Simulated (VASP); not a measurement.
Here is a VASP 6.6.1 calculation.

File INCAR:

```
SYSTEM = BP
PREC     = Accurate       ! precision mode
ENCUT    = 500            ! plane-wave cutoff, eV
EDIFF    = 1E-6           ! SCF threshold, eV
ISMEAR   = 0              ! smearing method
SIGMA    = 0.01           ! smearing width, eV
LREAL    = .FALSE.        ! projectors in reciprocal space
LASPH    = .TRUE.         ! aspherical terms in the spheres
NELM     = 120            ! most SCF steps
ALGO     = Normal         ! electronic algorithm
ISIF     = 2              ! what is computed and relaxed
LWAVE    = .FALSE.        ! write WAVECAR
LCHARG   = .FALSE.        ! write CHGCAR
GGA      = PE             ! functional
NBANDS   = 11             ! bands
GGA_COMPAT= .FALSE.
```

KPOINTS

```
regular mesh
0
G
  8 8 8
  0 0 0
```

POSCAR

```
BP
1.0
    0.0000000000      2.2742117258      2.2742117258
    2.2742117258      0.0000000000      2.2742117258
    2.2742117258      2.2742117258      0.0000000000
B P
1 1
Direct
    0.0000000000      0.0000000000      0.0000000000
    0.2500000000      0.2500000000      0.2500000000
```

Potentials or basis: VASP PAW PBE potentials, release 64 (B, P).

Launch:

```bash
$ cat potpaw_PBE.64/B/POTCAR potpaw_PBE.64/P/POTCAR > POTCAR
$ mpirun -np 1 vasp_std > vasp.out
```

**Question.** Estimate the band gap on the k mesh.

**Answer.** 1.28 eV, indirect (least direct gap 3.39 eV).

**Question.** Predict the pressure.

**Answer.** -0.2 GPa.

A k mesh can miss the band edges. A hybrid or GW would open this gap; PBE tends to underestimate it.
